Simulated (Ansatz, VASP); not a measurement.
RbCl in VASP and in Ansatz

The input POSCAR:

```
RbCl
1.0
    0.0000000000      3.3705610646      3.3705610646
    3.3705610646      0.0000000000      3.3705610646
    3.3705610646      3.3705610646      0.0000000000
Rb Cl
1 1
Direct
    0.0000000000      0.0000000000      0.0000000000
    0.5000000000      0.5000000000      0.5000000000
```

File INCAR.step1:

```
  PREC = Accurate
  ENCUT = 550
  ISMEAR = 0
  SIGMA = 0.01
  LREAL = False
  LASPH = True
  NELM = 120
  NBANDS = 15
  GGA = PE
  ALGO = Normal
  EDIFF = 1E-5
  LWAVE = True
  LCHARG = False
  GGA_COMPAT = False
```

INCAR.step2

```
  PREC = Accurate
  ENCUT = 550
  EDIFF = 1E-6
  ISMEAR = 0
  SIGMA = 0.01
  LREAL = False
  LASPH = True
  NELM = 120
  ALGO = Normal
  ISIF = 2
  LWAVE = False
  LCHARG = False
  METAGGA = R2SCAN
  LMIXTAU = True
  NBANDS = 15
  ISTART = 1
  GGA_COMPAT = False
```

KPOINTS

```
Automatic mesh
0
Gamma
  6 6 6
```

Input for Ansatz:

```yaml
crystal:
  lattice:
    - [0.0, 3.3705610646, 3.3705610646]
    - [3.3705610646, 0.0, 3.3705610646]
    - [3.3705610646, 3.3705610646, 0.0]
  atoms:
    - { symbol: Rb, position: [0.0, 0.0, 0.0] }
    - { symbol: Cl, position: [0.5, 0.5, 0.5] }
kpoints:
  mp_grid: { grid: [6, 6, 6] }
hamiltonian:
  xc: r2scan
scf:
  occupations: { method: fixed }
  n_extra_bands: 4
output:
  forces: true
  stress: true
  eigenvalues: true
```

Alike in both runs: task single point; functional r2SCAN; k mesh 6 × 6 × 6; no spin polarisation.

```csv
,VASP,Ansatz
version,VASP 6.6.1,Ansatz 0.2.0
potentials or method,"VASP PAW PBE potentials, release 64 (Rb_sv, Cl)","plane waves, PAW"
plane-wave cutoff (eV),550,500
occupations,"gaussian, width 0.01 eV",fixed
valence electrons in the cell,16,16
```

|  | VASP | Ansatz | Ansatz less VASP |
| --- | --- | --- | --- |
| gap on the k mesh at the Fermi level (eV) | 5.38 | 5.38 | -0.001 |
| pressure (GPa) | -0.8 | -0.8 | 0.00 |

VASP's potentials were made for PBE, not for r2SCAN.
